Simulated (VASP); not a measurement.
Crystal: GeCN2.

```xyz
4
Lattice="1.7938 1.0356 4.9220 -1.7938 1.0356 4.9220 0.0000 -2.0713 4.9220" Properties=species:S:1:pos:R:3 pbc="T T T"
Ge    0.0000    0.0000    0.0000
N     0.0000    0.0000    8.6219
N     0.0000    0.0000    6.1440
C     0.0000    0.0000    7.3829
```

Base run:

* Program: VASP 6.6.1
* Functional: PBEsol
* Potentials or basis: VASP PAW PBE potentials, release 64 (Ge_d, N, C)
* Cutoff: 520 eV
* k mesh: 9 × 9 × 9
* Occupations: fermi-dirac, width 0.05 eV
* Spin: no spin polarisation

Its results: band gap on the k mesh 1.00 eV, indirect (least direct gap 1.82 eV); pressure -3.1 GPa; largest force 0.189 eV/Å.

**Question.** After a change of settings the same cell gave: band gap on the k mesh 1.21 eV, indirect (least direct gap 2.13 eV); pressure -3.0 GPa; largest force 0.289 eV/Å. Which change was it?
A. functional from PBEsol to PBE-based global hybrid; k mesh from 9 × 9 × 9 to 5 × 5 × 5
B. k mesh from 9 × 9 × 9 to 7 × 7 × 7; further incar settings from ALGO = Normal; EDIFF = 1e-06; NBANDS = 22 to ALGO = Normal; EDIFF = 1e-07; NBANDS = 22
C. functional from PBEsol to r2SCAN
D. functional from PBEsol to PBE; k mesh from 9 × 9 × 9 to 5 × 5 × 5

**Answer.** C.

r2SCAN gives the wider gap, since meta-GGAs in the generalised Kohn-Sham scheme recover part of the derivative discontinuity.

Caveats: the PAW data sets were made with another functional, which shifts forces and pressure a little.
